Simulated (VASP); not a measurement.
# LiSi2N2 (Cmmm) in VASP: notebook, part 2 of 2

VASP 6.6.1. Earlier steps stand in the parts before.

## (3) Single point, PBE

This run uses another cell than the first one, of 10.05 Å³/atom, 0.686 times its volume.

File INCAR:

```
SYSTEM = LiSi2N2
ALGO = Normal ; EDIFF = 1E-6
ENCUT = 750 ; GGA = PE
GGA_COMPAT = .False. ; ISIF = 2
ISMEAR = 0 ; LASPH = .True.
LCHARG = .True. ; LELF = .True.
LREAL = .False. ; LVHAR = .True.
LWAVE = .False. ; NBANDS = 18
NELM = 120 ; PREC = Accurate
SIGMA = 0.1
```

File KPOINTS:

```
k-points
0
Gamma
  10 10 14
  0 0 0
```

File POSCAR:

```
LiSi2N2
1.0
    2.6259864136     -3.6048345185      0.0000000000
    2.6259864136      3.6048345185      0.0000000000
    0.0000000000      0.0000000000      2.6549481962
Li Si N
1 2 2
Direct
    0.5000000000      0.5000000000      0.0000000000
    0.1672396466      0.8327603534      0.0000000000
    0.8327603534      0.1672396466      0.0000000000
    0.0000000000      0.5000000000      0.5000000000
    0.5000000000      0.0000000000      0.5000000000
```

Potentials or basis: VASP PAW PBE potentials, release 64 (Li_sv, Si, N).

Started as:

```console
> cat potpaw_PBE.64/Li_sv/POTCAR potpaw_PBE.64/Si/POTCAR potpaw_PBE.64/N/POTCAR > POTCAR
> mpirun -np 1 vasp_std > vasp.out
```

OUTCAR:

```text
SYSTEM = LiSi2N2
   EDIFF = 1E-6
   ENCUT = 750
   GGA = PE
   ISIF = 2
   ISMEAR = 0
   LASPH = .True.
   LREAL = .False.
   NELM = 120
   PREC = Accurate

 ion  position               nearest neighbor table
   1  0.500  0.500  0.000-   2 2.40   3 2.40
   2  0.167  0.833  0.000-   4 1.96   5 1.96   4 1.96   5 1.96   1 2.40   3 2.41   3 2.88   3 2.88

   3  0.833  0.167  0.000-   4 1.96   5 1.96   4 1.96   5 1.96   1 2.40   2 2.41   2 2.88   2 2.88

   4  0.000  0.500  0.500-   2 1.96   3 1.96   2 1.96   3 1.96
   5  0.500  0.000  0.500-   2 1.96   3 1.96   2 1.96   3 1.96

  LATTYP: Found a base centered orthorhombic cell.
 ALAT       =     5.2519728272
 B/A-ratio  =     1.3727544438
 C/A-ratio  =     0.5055144578

  Lattice vectors:

 A1 = (   2.6259864136,  -3.6048345185,   0.0000000000)
 A2 = (   2.6259864136,   3.6048345185,   0.0000000000)
 A3 = (   0.0000000000,   0.0000000000,   2.6549481962)

Analysis of symmetry for initial positions (statically):
=====================================================================
 Subroutine PRICEL returns:
[... 173 lines left out ...]
  free energy    TOTEN  =       -29.57380246 eV

  energy without entropy =      -29.56870148  energy(sigma->0) =      -29.57125197

 E-fermi :  10.0077     XC(G=0): -11.0345

 val. band max:       10.0047031188   @ k =  -0.2000   0.1000   0.5000
 cond. band min:      10.0082206540   @ k =   0.3000   0.1000   0.3571
 fundamental gap:      0.0035175352
 Fermi energy:        10.0076827614

 k-point     1 :       0.0000    0.0000    0.0000
  band No.  band energies     occupation
      1     -38.7374      2.00000
      2     -10.1360      2.00000
      3      -7.2584      2.00000
      4      -2.3460      2.00000
      5       1.8851      2.00000
      6       2.4104      2.00000
[... 481 lines left out ...]
      5       1.1964      2.00000
      6       2.6914      2.00000
[... 10 lines left out ...]
     17      16.3512      0.00000
     18      17.3851      0.00000

 [... further k-points ...]
[... 5 lines left out ...]
  --------------------------------------------------------------------------------------
  -------------------------------------------------------------------------------------
  Total       -0.0325459     -0.0819484     -0.0166981     -0.0000000      0.0000000      0.0000000
  in kB       -1.0373920     -2.6120851     -0.5322471     -0.0000000      0.0000000      0.0000000
  external PRESSURE =      -1.3939081 kB  Pullay stress =       0.0000000 kB

 VOLUME and BASIS-vectors are now :
 -----------------------------------------------------------------------------
  energy-cutoff  :      750.00
  volume of cell :       50.26
      direct lattice vectors                 reciprocal lattice vectors
     2.625986414 -3.604834519  0.000000000     0.190404641 -0.138702622  0.000000000
     2.625986414  3.604834519  0.000000000     0.190404641  0.138702622  0.000000000
     0.000000000  0.000000000  2.654948196     0.000000000  0.000000000  0.376655183

 POSITION                                       TOTAL-FORCE (eV/Angst)
 -----------------------------------------------------------------------------------
      2.62599      0.00000      0.00000        -0.000000      0.000000     -0.000000
      2.62599      2.39909      0.00000        -0.000000      0.014032     -0.000000
      2.62599     -2.39909      0.00000        -0.000000     -0.014032      0.000000
      1.31299      1.80242      1.32747        -0.000000      0.000000     -0.000000
      1.31299     -1.80242      1.32747         0.000000     -0.000000     -0.000000
 -----------------------------------------------------------------------------------
    total drift:                                0.000000      0.000000     -0.000000

  FREE ENERGIE OF THE ION-ELECTRON SYSTEM (eV)
  ---------------------------------------------------
  free  energy   TOTEN  =       -29.5738024626 eV

  energy  without entropy=      -29.5687014787  energy(sigma->0) =      -29.57125197
```

OSZICAR:

```text
N       E                     dE             d eps       ncg     rms          rms(c)
DAV:   1     0.101051957980E+03    0.10105E+03   -0.11987E+04  8928   0.145E+03
DAV:   2    -0.228293904553E+02   -0.12388E+03   -0.11928E+03 11240   0.306E+02
DAV:   3    -0.320554923768E+02   -0.92261E+01   -0.91243E+01 16624   0.760E+01
DAV:   4    -0.322254297049E+02   -0.16994E+00   -0.16899E+00 11502   0.833E+00
DAV:   5    -0.322308842056E+02   -0.54545E-02   -0.54509E-02 13078   0.123E+00    0.112E+01
DAV:   6    -0.295683339932E+02    0.26626E+01   -0.97765E+00 11760   0.220E+01    0.540E+00
DAV:   7    -0.296007288051E+02   -0.32395E-01   -0.79359E-01 10438   0.609E+00    0.272E+00
DAV:   8    -0.295779184112E+02    0.22810E-01   -0.81458E-02 13682   0.204E+00    0.731E-01
DAV:   9    -0.295734558739E+02    0.44625E-02   -0.14089E-02 12874   0.808E-01    0.136E-01
DAV:  10    -0.295737731762E+02   -0.31730E-03   -0.18563E-03 11026   0.309E-01    0.764E-02
DAV:  11    -0.295738039601E+02   -0.30784E-04   -0.12153E-04 11030   0.837E-02    0.891E-03
DAV:  12    -0.295738027877E+02    0.11724E-05   -0.10515E-05 12278   0.253E-02    0.599E-03
DAV:  13    -0.295738024626E+02    0.32508E-06   -0.15219E-06  8182   0.960E-03
   1 F= -.29573802E+02 E0= -.29571252E+02  d E =-.510098E-02
```

stdout:

```text
POSCAR found type information on POSCAR LiSiN
 POSCAR found :  3 types and       5 ions
 scaLAPACK will be used
 LDA part: xc-table for (Slater+PW92), standard interpolation
 POSCAR, INCAR and KPOINTS ok, starting setup
 FFT: planning ... GRIDC
 FFT: planning ... GRID_SOFT
 FFT: planning ... GRID
 WAVECAR not read
 entering main loop
```

It took 2.5 min on 1 thread of AMD EPYC 9R45 (Zen 5), shared host; peak memory 0.41 GiB.

Results:

- Free energy: -29.5738 eV
- Pressure: -0.1 GPa
- Largest force: 0.014 eV/Å

Forces in eV/Å, atoms in the order of the input:
```
Li   0.000  0.000  0.000
Si   0.000  0.014  0.000
Si   0.000 -0.014  0.000
N    0.000  0.000  0.000
N    0.000  0.000  0.000
```

Levels at points of the mesh, in eV from the Fermi level:
| k point | band 7 | band 8 | band 9 | band 10 | band 11 | band 12 | band 13 | band 14 |
| --- | --- | --- | --- | --- | --- | --- | --- | --- |
| (0.00, 0.00, 0.00) | -7.02 | -4.70 | -3.96 | -3.39 | 0.07 | 2.31 | 3.91 | 5.12 |
| (0.50, 0.00, 0.00) | -6.66 | -4.10 | -4.08 | -3.58 | 0.81 | 2.11 | 3.34 | 3.96 |
| (0.50, 0.50, 0.00) | -4.55 | -3.47 | -3.36 | -2.47 | -0.28 | -0.24 | 0.79 | 5.08 |
| (0.00, 0.00, 0.50) | -5.18 | -4.56 | -4.26 | -3.78 | -2.64 | -1.73 | -0.51 | 0.99 |
| (0.50, 0.00, 0.50) | -7.33 | -5.51 | -4.62 | -4.48 | -0.81 | 0.25 | 1.15 | 1.38 |
| (0.50, 0.50, 0.50) | -7.58 | -6.48 | -4.46 | -2.27 | -2.13 | 2.98 | 3.45 | 3.53 |
